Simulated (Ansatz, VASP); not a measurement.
# TiB2: VASP beside Ansatz

INCAR

```
SYSTEM = TiB2
ALGO     = Normal         ! electronic algorithm
EDIFF    = 1E-6           ! SCF threshold, eV
EDIFFG   = -0.001         ! ionic threshold
ENCUT    = 600            ! plane-wave cutoff, eV
IBRION   = 2              ! ionic algorithm
ISIF     = 3              ! what is computed and relaxed
ISMEAR   = -1             ! smearing method
LASPH    = .TRUE.         ! aspherical terms in the spheres
LCHARG   = .FALSE.        ! write CHGCAR
LREAL    = .FALSE.        ! projectors in reciprocal space
LWAVE    = .FALSE.        ! write WAVECAR
NELM     = 60             ! most SCF steps
NSW      = 80             ! ionic steps
PREC     = Accurate       ! precision mode
SIGMA    = 0.15           ! smearing width, eV
```

Contents of KPOINTS:

```
k-points
0
G
  15 15 12
  0 0 0
```

POSCAR

```
TiB2
1.0
    2.9939207509      0.0000000029      0.0000000000
   -1.4969603779      2.5928114258      0.0000000000
    0.0000000000      0.0000000000      3.1595020637
Ti B
1 2
Direct
    0.0000000000      0.0000000000      0.0000000000
    0.3333333333      0.6666666667      0.5000000000
    0.6666666667      0.3333333333      0.5000000000
```

Input for Ansatz:

```yaml
crystal:
  lattice:
    - [2.9939207509, 2.9e-09, 0.0]
    - [-1.4969603779, 2.5928114258, 0.0]
    - [0.0, 0.0, 3.1595020637]
  atoms:
    - { symbol: Ti, position: [0.0, 0.0, 0.0] }
    - { symbol: B, position: [0.3333333333, 0.6666666667, 0.5] }
    - { symbol: B, position: [0.6666666667, 0.3333333333, 0.5] }
basis:
  ecutwfc: 420
kpoints:
  mp_grid: { grid: [15, 15, 12] }
hamiltonian:
  xc: lda
  pseudopotentials: { kind: paw, azcp: { folder: soft_1 } }
scf:
  occupations: { method: fermi_dirac, width: 0.15 }
output:
  forces: true
  stress: true
  eigenvalues: true
relax:
  adjacent_minimum: "off"
  f_tol: 0.001
  max_steps: 60
  cell: { stress_tol: 0.01 }
```

Alike in both runs: task relaxation of cell and atoms; functional LDA; k mesh 15 × 15 × 12; occupations fermi-dirac, width 0.15 eV; no spin polarisation.

```csv
,VASP,Ansatz
version,VASP 6.6.1,Ansatz 0.2.0
potentials or method,"VASP PAW LDA potentials, release 64 (Ti_sv, B), cutoff 600 eV","scalar-relativistic, plane waves, PAW"
valence electrons in the cell,18,18
```

|  | VASP | Ansatz | Ansatz less VASP |
| --- | --- | --- | --- |
| gap on the k mesh at the Fermi level, each at its own relaxed structure (eV) | none | none | - |
| relaxed volume (Å³/atom) | 8.19 | 8.18 | -0.016 |
| relaxed length of the cell vector where the two differ most in proportion (Å) | 3.162 | 3.160 | -0.0025 |

Ansatz warns that its potentials were made for another functional, while VASP's fit it. LDA's correlation is that of Perdew and Zunger in VASP and of Perdew and Wang (1992) in Ansatz. A gap of «none» marks a metal or a gap that the smearing closes.
